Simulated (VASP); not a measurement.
IrF2:

```
CELL_PARAMETERS angstrom
4.85341 0.00000 0.00000
0.00000 4.85341 0.00000
0.00000 0.00000 3.12609
ATOMIC_POSITIONS crystal
Ir 0.00000 0.00000 0.00000
Ir 0.50000 0.50000 0.50000
F 0.30600 0.30600 0.00000
F 0.19400 0.80600 0.50000
F 0.69400 0.69400 0.00000
F 0.80600 0.19400 0.50000
```

| Property | Result |
| --- | --- |
| Program | VASP 6.6.1 |
| Task | relaxation of cell and atoms |
| Functional | PBE |
| Potentials or basis | VASP PAW PBE potentials, release 64 (Ir, F) |
| Cutoff | 600 eV |
| k mesh | 4 × 4 × 6 |
| Occupations | gaussian, width 0.1 eV |
| Spin | no spin polarisation |

At the start: pressure 27.6 GPa; volume 12.27 Å³/atom.

Task: How do energy, volume and symmetry change on relaxing?

Result: Over 12 steps the energy falls by 179.6 meV/atom and the volume is 13.59 Å³/atom (+10.7 %); space group P4_2/mnm (No. 136, to 0.1 Å) before and after.

Step by step:
```
step  energy change (eV)  largest force (eV/Å)  pressure (GPa)  volume (Å³)
   1              0.0000                0.5711           27.55        73.64
   2             -0.3102                0.2385          -13.03        98.42
   3             -0.9333                0.1132           -0.56        85.64
   4             -0.9335                0.1063           -0.17        85.39
   5             -0.9457                0.1063           -0.19        85.23
   6             -0.9808                0.0940           -0.27        84.70
   7             -1.0491                0.0240           -0.73        83.50
   8             -0.9749                0.2099           -1.75        80.51
   9             -1.0691                0.0079           -1.01        82.90
  10             -1.0746                0.0322           -1.24        82.38
  11             -1.0450                0.0488            4.01        78.76
  12             -1.0775                0.0183           -0.14        81.53
```

Final structure:
```yaml
crystal:
  lattice:
    - [4.72250, 0.00000, 0.00000]
    - [0.00000, 4.72250, 0.00000]
    - [0.00000, 0.00000, 3.65570]
  atoms:
    - { symbol: Ir, position: [0.00000, 0.00000, 0.00000] }
    - { symbol: Ir, position: [0.50000, 0.50000, 0.50000] }
    - { symbol: F, position: [0.31352, 0.31352, 0.00000] }
    - { symbol: F, position: [0.18648, 0.81352, 0.50000] }
    - { symbol: F, position: [0.68648, 0.68648, 0.00000] }
    - { symbol: F, position: [0.81352, 0.18648, 0.50000] }
```

Caveat: a cell axis changed by over 15 % at a fixed basis, so the end point is rough.
